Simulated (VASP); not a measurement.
# CoO (R3m) in VASP: single point with PBE+U

Aim: the single point of CoO with PBE+U.

Everything below comes from runs of VASP 6.6.1. Logs are shortened: lines on timing, memory, paths and dates and some standing lists are left out, and cuts for length are marked.

### 1 The cell of the first run

The structure is trigonal, space group R3m (No. 160). Conventional cell: a = 3.273 Å, b = 3.273 Å, c = 7.921 Å, α = 90.00°, β = 90.00°, γ = 120.00°. Within 2.6 Å of Co (site symmetry 3m) lie 4 O at 1.96 to 2.01 Å. O (site symmetry 3m) has 4 Co at 1.96 to 2.01 Å within 2.6 Å.

### 2 Single point, PBE+U, collinear spin, antiferromagnetic start

INCAR

```
PREC = Accurate
ENCUT = 520
EDIFF = 1E-7
ISMEAR = 0
SIGMA = 0.05
LREAL = False
LASPH = True
NELM = 150
ALGO = Normal
ISIF = 2
LWAVE = False
LCHARG = True
ISPIN = 2
MAGMOM = -2.64 2.64 0 0
LORBIT = 11
LMAXMIX = 4
LDAU = True
LDAUTYPE = 2
LDAUL = 2 -1
LDAUU = 3.32 0
LDAUJ = 0 0
LDAUPRINT = 1
GGA = PE
LELF = True
LVHAR = True
NBANDS = 27
```

KPOINTS

```
regular mesh
0
Gamma
  12 12 12
```

POSCAR

```
CoO
1.0
    1.6366812011      0.9449383321      5.2808442289
   -1.6366812011      0.9449383321      5.2808442289
    0.0000000000     -1.8898766641      5.2808442289
Co O
2 2
Direct
    0.9994899660      0.9994899660      0.9994899660
    0.4994898550      0.4994898550      0.4994898550
    0.3755095616      0.3755095616      0.3755095616
    0.8755099674      0.8755099674      0.8755099674
```

Potentials or basis: VASP PAW PBE potentials, release 64 (Co, O).

On the command line:

```sh
$ cat potpaw_PBE.64/Co/POTCAR potpaw_PBE.64/O/POTCAR > POTCAR
$ mpirun -np 1 vasp_std > vasp.out
```

OUTCAR:

```text
PREC = Accurate
   ENCUT = 520
   EDIFF = 1E-7
   ISMEAR = 0
   LREAL = False
   LASPH = True
   NELM = 150
   ISIF = 2
   ISPIN = 2
   LORBIT = 11
   GGA = PE

 ion  position               nearest neighbor table
   1  0.999  0.999  0.999-   4 1.96   3 2.01   3 2.01   3 2.01
   2  0.499  0.499  0.499-   3 1.96   4 2.01   4 2.01   4 2.01
   3  0.376  0.376  0.376-   2 1.96   1 2.01   1 2.01   1 2.01
   4  0.876  0.876  0.876-   1 1.96   2 2.01   2 2.01   2 2.01

  LATTYP: Found a trigonal (rhomboedric) cell.
 ALAT       =     5.6088278254
 COS(alpha) =     0.8297002672

  Lattice vectors:

 A1 = (   1.6366812011,   0.9449383321,   5.2808442289)
 A2 = (  -1.6366812011,   0.9449383321,   5.2808442289)
 A3 = (   0.0000000000,  -1.8898766641,   5.2808442289)

Analysis of symmetry for initial positions (statically):
=====================================================================
 Subroutine PRICEL returns following result:

  LATTYP: Found a trigonal (rhomboedric) cell.
 ALAT       =     3.2470684412
 COS(alpha) =     0.4918694593
[... 12 lines left out ...]
 Subroutine GETGRP returns: Found  6 space group operations
 (whereof  6 operations were pure point group operations)
 out of a pool of 12 trial point group operations.

The static configuration has the point symmetry C_3v.

Analysis of symmetry for dynamics (positions and initial velocities):
=====================================================================
 Subroutine PRICEL returns following result:

  LATTYP: Found a trigonal (rhomboedric) cell.
 ALAT       =     3.2470684412
 COS(alpha) =     0.4918694593
[... 12 lines left out ...]
 Subroutine GETGRP returns: Found  6 space group operations
 (whereof  6 operations were pure point group operations)
 out of a pool of 12 trial point group operations.

The dynamic configuration has the point symmetry C_3v.

Analysis of structural, dynamic, and magnetic symmetry:
=====================================================================
 Subroutine PRICEL returns following result:

  LATTYP: Found a trigonal (rhomboedric) cell.
 ALAT       =     3.2470684412
 COS(alpha) =     0.4918694593
[... 12 lines left out ...]
 Subroutine GETGRP returns: Found  6 space group operations
 (whereof  6 operations were pure point group operations)
 out of a pool of 12 trial point group operations.

The overall configuration has the point symmetry C_3v.

 Subroutine INISYM returns: Found  6 space group operations
 (whereof  6 operations are pure point group operations),
 and found     2 'primitive' translations

----------------------------------------------------------------------------------------

                                     Primitive cell

  volume of cell :      24.5015

  direct lattice vectors                    reciprocal lattice vectors
     0.000000000 -1.889876664 -2.640420356    -0.000000136 -0.352756784 -0.126242469
    -1.636681201  0.944938332 -2.640420356    -0.305496404  0.176378275 -0.126242469
     1.636681201  0.944938332 -2.640423873     0.305496133  0.176378275 -0.126242469

  length of vectors
     3.247068441  3.247068441  3.247071301     0.374665864  0.374665864  0.374665643

  position of ions in fractional coordinates (direct lattice)
[... 129 lines left out ...]
 -0.0000  0.6579  0.0000 -0.0000  0.4018
 -0.0000  0.0000  0.1416  0.0000  0.0000
  0.4018 -0.0000  0.0000  0.6579 -0.0000
  0.0000  0.4018  0.0000 -0.0000  0.4196

spin component  2

  0.9783 -0.0000 -0.0000 -0.0081  0.0000
 -0.0000  0.9710  0.0000  0.0000 -0.0081
 -0.0000  0.0000  0.9751  0.0000  0.0000
 -0.0081  0.0000  0.0000  0.9710 -0.0000
  0.0000 -0.0081  0.0000 -0.0000  0.9783

 occupancies and eigenvectors

  o =  0.1196  v = -0.8013  0.0000 -0.0000  0.5982  0.0000  0.0000  0.0000  0.0000  0.0000  0.0000      0.0000  0.0000  0.0000  0.0000  0.0000  0.0000  0.0000  0.0000  0.0000  0.0000
  o =  0.1196  v =  0.0000 -0.5982 -0.0000  0.0000  0.8013  0.0000  0.0000  0.0000  0.0000  0.0000      0.0000  0.0000  0.0000  0.0000  0.0000  0.0000  0.0000  0.0000  0.0000  0.0000
  o =  0.1416  v =  0.0000 -0.0000  1.0000  0.0000  0.0000  0.0000  0.0000  0.0000  0.0000  0.0000      0.0000  0.0000  0.0000  0.0000  0.0000  0.0000  0.0000  0.0000  0.0000  0.0000
  o =  0.9579  v =  0.5982  0.0000 -0.0000  0.8013  0.0000  0.0000  0.0000  0.0000  0.0000  0.0000      0.0000  0.0000  0.0000  0.0000  0.0000  0.0000  0.0000  0.0000  0.0000  0.0000
  o =  0.9579  v =  0.0000 -0.8013 -0.0000  0.0000 -0.5982  0.0000  0.0000  0.0000  0.0000  0.0000      0.0000  0.0000  0.0000  0.0000  0.0000  0.0000  0.0000  0.0000  0.0000  0.0000
  o =  0.9658  v =  0.0000  0.0000  0.0000  0.0000  0.0000  0.5408  0.0000  0.0000  0.8411 -0.0000      0.0000  0.0000  0.0000  0.0000  0.0000  0.0000  0.0000  0.0000  0.0000  0.0000
  o =  0.9658  v =  0.0000  0.0000  0.0000  0.0000  0.0000  0.0000 -0.8411  0.0000  0.0000 -0.5408      0.0000  0.0000  0.0000  0.0000  0.0000  0.0000  0.0000  0.0000  0.0000  0.0000
  o =  0.9751  v =  0.0000  0.0000  0.0000  0.0000  0.0000  0.0000  0.0000  1.0000 -0.0000 -0.0000      0.0000  0.0000  0.0000  0.0000  0.0000  0.0000  0.0000  0.0000  0.0000  0.0000
  o =  0.9835  v =  0.0000  0.0000  0.0000  0.0000  0.0000 -0.8411  0.0000  0.0000  0.5408 -0.0000      0.0000  0.0000  0.0000  0.0000  0.0000  0.0000  0.0000  0.0000  0.0000  0.0000
  o =  0.9835  v =  0.0000  0.0000  0.0000  0.0000  0.0000  0.0000  0.5408 -0.0000 -0.0000 -0.8411      0.0000  0.0000  0.0000  0.0000  0.0000  0.0000  0.0000  0.0000  0.0000  0.0000

atom =   2  type =  1  l = 2

 onsite density matrix

spin component  1

  0.9783 -0.0000 -0.0000 -0.0081  0.0000
 -0.0000  0.9710  0.0000  0.0000 -0.0081
 -0.0000  0.0000  0.9751  0.0000  0.0000
 -0.0081  0.0000  0.0000  0.9710  0.0000
  0.0000 -0.0081  0.0000  0.0000  0.9783

spin component  2

  0.4196 -0.0000 -0.0000  0.4018  0.0000
 -0.0000  0.6579  0.0000 -0.0000  0.4018
 -0.0000  0.0000  0.1416  0.0000  0.0000
  0.4018 -0.0000  0.0000  0.6579  0.0000
  0.0000  0.4018  0.0000  0.0000  0.4196

 occupancies and eigenvectors

  o =  0.1196  v =  0.0000  0.0000  0.0000  0.0000  0.0000 -0.8013  0.0000 -0.0000  0.5982  0.0000      0.0000  0.0000  0.0000  0.0000  0.0000  0.0000  0.0000  0.0000  0.0000  0.0000
  o =  0.1196  v =  0.0000  0.0000  0.0000  0.0000  0.0000  0.0000 -0.5982 -0.0000  0.0000  0.8013      0.0000  0.0000  0.0000  0.0000  0.0000  0.0000  0.0000  0.0000  0.0000  0.0000
  o =  0.1416  v =  0.0000  0.0000  0.0000  0.0000  0.0000  0.0000 -0.0000  1.0000  0.0000  0.0000      0.0000  0.0000  0.0000  0.0000  0.0000  0.0000  0.0000  0.0000  0.0000  0.0000
  o =  0.9579  v =  0.0000  0.0000  0.0000  0.0000  0.0000  0.5982  0.0000 -0.0000  0.8013  0.0000      0.0000  0.0000  0.0000  0.0000  0.0000  0.0000  0.0000  0.0000  0.0000  0.0000
  o =  0.9579  v =  0.0000  0.0000  0.0000  0.0000  0.0000  0.0000 -0.8013 -0.0000  0.0000 -0.5982      0.0000  0.0000  0.0000  0.0000  0.0000  0.0000  0.0000  0.0000  0.0000  0.0000
  o =  0.9658  v =  0.5408  0.0000  0.0000  0.8411 -0.0000  0.0000  0.0000  0.0000  0.0000  0.0000      0.0000  0.0000  0.0000  0.0000  0.0000  0.0000  0.0000  0.0000  0.0000  0.0000
  o =  0.9658  v =  0.0000 -0.8411  0.0000  0.0000 -0.5408  0.0000  0.0000  0.0000  0.0000  0.0000      0.0000  0.0000  0.0000  0.0000  0.0000  0.0000  0.0000  0.0000  0.0000  0.0000
  o =  0.9751  v =  0.0000  0.0000  1.0000 -0.0000 -0.0000  0.0000  0.0000  0.0000  0.0000  0.0000      0.0000  0.0000  0.0000  0.0000  0.0000  0.0000  0.0000  0.0000  0.0000  0.0000
  o =  0.9835  v = -0.8411  0.0000  0.0000  0.5408 -0.0000  0.0000  0.0000  0.0000  0.0000  0.0000      0.0000  0.0000  0.0000  0.0000  0.0000  0.0000  0.0000  0.0000  0.0000  0.0000
  o =  0.9835  v =  0.0000  0.5408 -0.0000 -0.0000 -0.8411  0.0000  0.0000  0.0000  0.0000  0.0000      0.0000  0.0000  0.0000  0.0000  0.0000  0.0000  0.0000  0.0000  0.0000  0.0000

 number of electron      29.9999999 magnetization       0.0000000

 Free energy of the ion-electron system (eV)
  ---------------------------------------------------
  ext. energy  EPLUGINS =         0.00000000
  ---------------------------------------------------
  free energy    TOTEN  =       -24.45810756 eV

  energy without entropy =      -24.45810756  energy(sigma->0) =      -24.45810756

 E-fermi :   4.8419     XC(G=0): -10.7455

 val. band max:        4.5785346993   @ k =   0.5000   0.5000   0.5000
 cond. band min:       5.6632564845   @ k =   0.0000   0.0000   0.0000
 fundamental gap:      1.0847217852
 Fermi energy:         4.8419366989

 spin component 1

 k-point     1 :       0.0000    0.0000    0.0000
  band No.  band energies     occupation
      1     -13.6708      1.00000
      2     -13.0675      1.00000
      3      -1.0517      1.00000
      4      -1.0517      1.00000
      5      -0.9315      1.00000
      6      -0.4842      1.00000
[... 1433 lines left out ...]
     26      18.5864      0.00000
     27      22.2137      0.00000

 [... further k-points ...]
[... 5 lines left out ...]
  --------------------------------------------------------------------------------------
  -------------------------------------------------------------------------------------
  Total       -0.4976556     -0.4976556     -0.4859831      0.0000000     -0.0000000      0.0000000
  in kB      -16.2711135    -16.2711135    -15.8894749      0.0000000     -0.0000000      0.0000000
  external PRESSURE =     -16.1439006 kB  Pullay stress =       0.0000000 kB

 VOLUME and BASIS-vectors are now :
 -----------------------------------------------------------------------------
  energy-cutoff  :      520.00
  volume of cell :       49.00
      direct lattice vectors                 reciprocal lattice vectors
     1.636681201  0.944938332  5.280844229     0.305496269  0.176378353  0.063121221
    -1.636681201  0.944938332  5.280844229    -0.305496269  0.176378353  0.063121221
     0.000000000 -1.889876664  5.280844229     0.000000000 -0.352756706  0.063121221

 POSITION                                       TOTAL-FORCE (eV/Angst)
 -----------------------------------------------------------------------------------
      0.00000      0.00000     15.83445        -0.000000      0.000000      0.003206
      0.00000      0.00000      7.91318         0.000000      0.000000      0.003206
      0.00000      0.00000      5.94902         0.000000     -0.000000     -0.003206
      0.00000      0.00000     13.87030         0.000000     -0.000000     -0.003206
 -----------------------------------------------------------------------------------
    total drift:                               -0.000000      0.000000     -0.000683

  FREE ENERGIE OF THE ION-ELECTRON SYSTEM (eV)
  ---------------------------------------------------
  free  energy   TOTEN  =       -24.4581075561 eV

  energy  without entropy=      -24.4581075561  energy(sigma->0) =      -24.45810756

 total charge

# of ion       s       p       d       tot
------------------------------------------
    1        0.341   0.407   7.146   7.894
    2        0.341   0.407   7.146   7.894
    3        1.547   3.454   0.000   5.001
    4        1.547   3.454   0.000   5.001
--------------------------------------------------
tot          3.775   7.723  14.291  25.790

 magnetization (x)

# of ion       s       p       d       tot
------------------------------------------
    1       -0.015  -0.042  -2.576  -2.633
    2        0.015   0.042   2.576   2.633
    3       -0.007  -0.074   0.000  -0.081
    4        0.007   0.074   0.000   0.081
--------------------------------------------------
tot          0.000   0.000   0.000   0.000
```

Wall time 40 min (1 thread of Intel Xeon 8259CL, shared host); peak memory 0.57 GiB.

Results:

| Item | Value |
| --- | --- |
| Free energy | -24.4581 eV |
| Pressure | -1.6 GPa |
| Largest force | 0.003 eV/Å |
| Band gap on the k mesh | 1.08 eV |
| Net moment | 0.00 μB per cell |
| Site moments | Co -2.63, +2.63; O -0.08, +0.08 μB |
| Valence electrons inside the program's atomic spheres | Co 7.89; O 5.00 |

Forces on the atoms (eV/Å):
```
Co   0.000  0.000  0.003
Co   0.000  0.000  0.003
O    0.000  0.000 -0.003
O    0.000  0.000 -0.003
```

Eigenvalues of the final occupation matrices:
```csv
site,spin,trace,eigenvalues
site 1 d,1,2.30,0.12 0.12 0.14 0.96 0.96
site 1 d,2,4.87,0.97 0.97 0.98 0.98 0.98
site 2 d,1,4.87,0.97 0.97 0.98 0.98 0.98
site 2 d,2,2.30,0.12 0.12 0.14 0.96 0.96
```
